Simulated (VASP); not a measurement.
Input of a VASP 6.6.1 run:

File INCAR:

```
  ALGO = Normal
  EDIFF = 1E-6
  ENCUT = 520
  GGA = CA
  ISIF = 2
  ISMEAR = 0
  LASPH = True
  LCHARG = False
  LREAL = False
  LWAVE = False
  NBANDS = 8
  NELM = 80
  PREC = Accurate
  SIGMA = 0.05
```

File KPOINTS:

```
k-points
0
Gamma
  18 18 18
```

The input POSCAR:

```
Al
1.0
    0.0000000000      2.0086225033      2.0086225033
    2.0086225033      0.0000000000      2.0086225033
    2.0086225033      2.0086225033      0.0000000000
Al
1
Direct
    0.0000000000      0.0000000000      0.0000000000
```

Potentials or basis: VASP PAW LDA potentials, release 64 (Al).

Run with:

```bash
$ cat potpaw_LDA.64/Al/POTCAR > POTCAR
$ mpirun -np 1 vasp_std > vasp.out
```

What does it give for the pressure?

-1.9 GPa.
